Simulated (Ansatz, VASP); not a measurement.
# Two plane-wave programs on As

```
As
1.0
     1.75200   -5.28000    0.00000
     1.75200    5.28000    0.00000
     0.00000    0.00000    4.47000
As
4
Direct
  0.39000 0.61000 0.56000
  0.89000 0.11000 0.94000
  0.61000 0.39000 0.44000
  0.11000 0.89000 0.06000
```

Alike in both runs: functional PBEsol; k mesh 7 × 7 × 5; occupations fermi-dirac, width 0.05 eV; no spin polarisation.

```csv
,VASP,Ansatz
version,VASP 6.6.1,Ansatz 0.2.0
potentials or method,"VASP PAW PBE potentials, release 64 (As)",Ansatz PAW
plane-wave cutoff (eV),520,420
valence electrons in the cell,20,60
task,single point,band structure
```

Ansatz gave:

```
gap on the k mesh at the Fermi level (eV)                     : none
pressure (GPa)                                                : 6.7
traceless stress, the component that is largest in VASP (GPa) : -3.52
rms of the force components (eV/Å)                            : 0.468
```

Task: Estimate VASP's values.

Result: gap on the k mesh at the Fermi level (eV): none; pressure (GPa): 7.3; traceless stress, the component that is largest in VASP (GPa): -3.55; rms of the force components (eV/Å): 0.521.

VASP's potentials were made for PBE, not for PBEsol. Atom by atom the forces differ by 0.063 eV/Å (rms over components). A gap of «none» marks a metal or a gap that the smearing closes. VASP's potentials hold 20 valence electrons a cell and Ansatz's 60, so a difference there can come from the potentials and not from the codes.
